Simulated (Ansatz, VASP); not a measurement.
# Os: VASP beside Ansatz

```
Os
1.0
     2.71752    0.00000    0.00000
    -1.35876    2.35345    0.00000
     0.00000    0.00000    4.28446
Os
2
Direct
  0.33333 0.66667 0.25000
  0.66667 0.33333 0.75000
```

Alike in both runs: task single point; functional LDA; k mesh 13 × 13 × 8; occupations methfessel-paxton of order 1, width 0.3 eV; no spin polarisation.

```csv
,VASP,Ansatz
version,VASP 6.6.1,Ansatz 0.2.0
potentials or method,"VASP PAW LDA potentials, release 64 (Os), cutoff 520 eV","plane waves (420 eV) with PAW, scalar-relativistic"
valence electrons in the cell,16,32
```

|  | VASP | Ansatz | Ansatz less VASP |
| --- | --- | --- | --- |
| pressure (GPa) | 0.9 | -0.1 | -0.97 |
| traceless stress, the component that is largest in VASP (GPa) | -1.02 | -0.92 | +0.094 |

Ansatz warns that its potentials were made for another functional, while VASP's fit it. LDA's correlation is that of Perdew and Zunger in VASP and of Perdew and Wang (1992) in Ansatz. VASP's potentials hold 16 valence electrons a cell and Ansatz's 32, so a difference there can come from the potentials and not from the codes.

Neither program's run includes spin-orbit coupling.
